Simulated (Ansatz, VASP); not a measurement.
**Two plane-wave programs on HfZr2Si2**

INCAR

```
SYSTEM = HfZr2Si2
ALGO     = Normal         ! electronic algorithm
EDIFF    = 1E-7           ! SCF threshold, eV
EDIFFG   = -0.04          ! ionic threshold
ENCUT    = 600            ! plane-wave cutoff, eV
GGA      = PE             ! functional
IBRION   = 2              ! ionic algorithm
ISIF     = 3              ! what is computed and relaxed
ISMEAR   = 0              ! smearing method
LASPH    = .TRUE.         ! aspherical terms in the spheres
LCHARG   = .FALSE.        ! write CHGCAR
LREAL    = .FALSE.        ! projectors in reciprocal space
LWAVE    = .FALSE.        ! write WAVECAR
NELM     = 60             ! most SCF steps
NSW      = 90             ! ionic steps
PREC     = Accurate       ! precision mode
SIGMA    = 0.1            ! smearing width, eV
```

The input KPOINTS:

```
k-points
0
G
  6 6 4
  0 0 0
```

The input POSCAR:

```
HfZr2Si2
1.0
    3.9839163000      0.0000000000      0.0000000000
   -1.9919581500      3.4501727200      0.0000000000
    0.0000000000      0.0000000000      6.4296451800
Zr Hf Si
2 1 2
Direct
    0.3333333300      0.6666666700      0.7763208200
    0.6666666700      0.3333333300      0.2236791800
    0.0000000000      0.0000000000      0.5000000000
    0.0000000000      0.0000000000      0.8611891300
    0.0000000000      0.0000000000      0.1388108700
```

Input for Ansatz:

```yaml
crystal:
  lattice:
    - [3.9839163, 0.0, 0.0]
    - [-1.99195815, 3.45017272, 0.0]
    - [0.0, 0.0, 6.42964518]
  atoms:
    - { symbol: Zr, position: [0.33333333, 0.66666667, 0.77632082] }
    - { symbol: Zr, position: [0.66666667, 0.33333333, 0.22367918] }
    - { symbol: Hf, position: [0.0, 0.0, 0.5] }
    - { symbol: Si, position: [0.0, 0.0, 0.86118913] }
    - { symbol: Si, position: [0.0, 0.0, 0.13881087] }
basis:
  ecutwfc: 420
kpoints:
  mp_grid: { grid: [6, 6, 4] }
hamiltonian:
  xc: pbe
scf:
  occupations: { method: gaussian, width: 0.1 }
  lower_state_search: "off"
output:
  forces: true
  stress: true
  eigenvalues: true
relax:
  adjacent_minimum: "off"
  f_tol: 0.04
  max_steps: 70
  cell: { stress_tol: 0.4 }
```

Alike in both runs: task relaxation of cell and atoms; functional PBE; k mesh 6 × 6 × 4; occupations gaussian, width 0.1 eV; no spin polarisation.

```csv
,VASP,Ansatz
version,VASP 6.6.1,Ansatz 0.2.0
potentials or method,"VASP PAW PBE potentials, release 64 (Zr_sv, Hf_pv, Si), cutoff 600 eV","scalar-relativistic, plane waves, PAW"
valence electrons in the cell,42,58
```

Ansatz gave:

* gap on the k mesh at the Fermi level, each at its own relaxed structure (eV): none
* relaxed volume (Å³/atom): 25.42
* relaxed length of the cell vector where the two differ most in proportion (Å): 4.422

Which values does VASP return?

gap on the k mesh at the Fermi level, each at its own relaxed structure (eV): none; relaxed volume (Å³/atom): 25.37; relaxed length of the cell vector where the two differ most in proportion (Å): 4.416.

A gap of «none» marks a metal or a gap that the smearing closes. VASP's potentials hold 42 valence electrons a cell and Ansatz's 58, so a difference there can come from the potentials and not from the codes.

Spin-orbit coupling is off throughout. Noted on VASP's run: the volume moved by over 15 % at a fixed basis, so the end points are rough.
